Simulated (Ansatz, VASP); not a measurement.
**One calculation of Pd, two programs**

```xyz
1
Lattice="0.0000 1.9465 1.9465 1.9465 0.0000 1.9465 1.9465 1.9465 0.0000" Properties=species:S:1:pos:R:3 pbc="T T T"
Pd    0.0000    0.0000    0.0000
```

Alike in both runs: functional PBE-based screened hybrid with a share of 0.25 of exact exchange and HFSCREEN = 0.3; k mesh 6 × 6 × 6; occupations fermi-dirac, width 0.05 eV; no spin polarisation.

|  | VASP | Ansatz |
| --- | --- | --- |
| version | VASP 6.6.1 | Ansatz 0.2.0 |
| potentials or method | VASP PAW PBE potentials, release 64 (Pd) | Ansatz PAW |
| plane-wave cutoff (eV) | 520 | 420 |
| valence electrons in the cell | 10 | 18 |
| task | single point | band structure |

|  | VASP | Ansatz | Ansatz less VASP |
| --- | --- | --- | --- |
| gap on the k mesh at the Fermi level (eV) | none | none | - |
| pressure (GPa) | 1.8 | 1.4 | -0.44 |

VASP's potentials were made for PBE, not for PBE-based screened hybrid. A gap of «none» marks a metal or a gap that the smearing closes. VASP's potentials hold 10 valence electrons a cell and Ansatz's 18, so a difference there can come from the potentials and not from the codes.

The k mesh is coarse, so the values compare programs but aren't converged.
